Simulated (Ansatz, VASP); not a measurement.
## GdTiO: VASP beside Ansatz

```xyz
3
Lattice="3.3611 0.0000 0.0000 -1.6805 2.9108 0.0000 0.0000 0.0000 6.0146" Properties=species:S:1:pos:R:3 pbc="T T T"
Gd    0.0000    0.0000    0.0000
Ti    1.6805    0.9703    3.0073
O     0.0000    1.9405    3.0073
```

Change from the starting cell: species swapped into the BaGaSi type (P-6m2, No. 187).

Alike in both runs: functional PBE; k mesh 6 × 6 × 4; occupations gaussian, width 0.1 eV; collinear spin.

Ansatz relaxed the structure, and its values are those at the end. VASP's run is a single point on that final structure, the one shown.

```csv
,VASP,Ansatz
version,VASP 6.6.1,Ansatz 0.2.0
potentials or method,"VASP PAW PBE potentials, release 64 (Gd, Ti_sv, O), cutoff 520 eV","scalar-relativistic, plane waves, PAW"
valence electrons in the cell,36,36
```

Ansatz gave:

```
gap on the k mesh at the Fermi level (eV)                     : none
pressure (GPa)                                                : 0.0
net moment per atom (μB)                                      : 2.62
size of the moment on the site where the two differ most (μB) : 7.28
```

**Question.** What did VASP give for the same quantities?

**Answer.** gap on the k mesh at the Fermi level (eV): none; pressure (GPa): 0.3; net moment per atom (μB): 2.61; size of the moment on the site where the two differ most (μB): 6.98.

Site moments also hang on the region over which each program counts them. A gap of «none» marks a metal or a gap that the smearing closes. With one functional, cell and mesh, what is left measures potentials, basis and numerics.

Spin-orbit coupling is off throughout.
